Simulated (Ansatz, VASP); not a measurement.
**CaCu2S2: VASP beside Ansatz**

Contents of INCAR:

```
SYSTEM = CaCu2S2
PREC = Accurate
ENCUT = 520
EDIFF = 1E-6
ISMEAR = 0
SIGMA = 0.01
LREAL = .FALSE.
LASPH = .TRUE.
NELM = 100
ALGO = Normal
ISIF = 2
LWAVE = .FALSE.
LCHARG = .FALSE.
GGA = PE
NBANDS = 30
```

Contents of KPOINTS:

```
Automatic mesh
0
G
  6 6 4
  0 0 0
```

File POSCAR:

```
CaCu2S2
1.0
    3.9400000000      0.0000000000      0.0000000000
   -1.9700000000      3.4121400900      0.0000000000
    0.0000000000      0.0000000000      6.5230000000
Ca Cu S
1 2 2
Direct
    0.0000000000      0.0000000000      0.0000000000
    0.3333333333      0.6666666667      0.3764900000
    0.6666666667      0.3333333333      0.6235100000
    0.3333333333      0.6666666667      0.7463000000
    0.6666666667      0.3333333333      0.2537000000
```

Input for Ansatz:

```yaml
crystal:
  lattice:
    - [3.94, 0.0, 0.0]
    - [-1.97, 3.41214009, 0.0]
    - [0.0, 0.0, 6.523]
  atoms:
    - { symbol: Ca, position: [0.0, 0.0, 0.0] }
    - { symbol: Cu, position: [0.3333333333333333, 0.6666666666666666, 0.37649] }
    - { symbol: Cu, position: [0.6666666666666666, 0.3333333333333333, 0.62351] }
    - { symbol: S, position: [0.3333333333333333, 0.6666666666666666, 0.7463] }
    - { symbol: S, position: [0.6666666666666666, 0.3333333333333333, 0.2537] }
basis:
  ecutwfc: 600.0
kpoints:
  mp_grid:
    grid: [6, 6, 4]
scf:
  occupations:
    method: fixed
output:
  stress: true
```

Alike in both runs: task single point; functional PBE; k mesh 6 × 6 × 4; no spin polarisation.

```csv
,VASP,Ansatz
version,VASP 6.6.1,Ansatz 0.2.0
potentials or method,"VASP PAW PBE potentials, release 64 (Ca_sv, Cu, S), cutoff 520 eV","plane waves, PAW"
occupations,"gaussian, width 0.01 eV",fixed
valence electrons in the cell,44,60
```

VASP gave:

| Property | Result |
| --- | --- |
| pressure (GPa) | -0.5 |
| traceless stress, the component that is largest in VASP (GPa) | 0.13 |

Problem. Estimate Ansatz's values.

Solution. Pressure (GPa): -0.7; traceless stress, the component that is largest in VASP (GPa): 0.14.

VASP's potentials hold 44 valence electrons a cell and Ansatz's 60, so a difference there can come from the potentials and not from the codes.
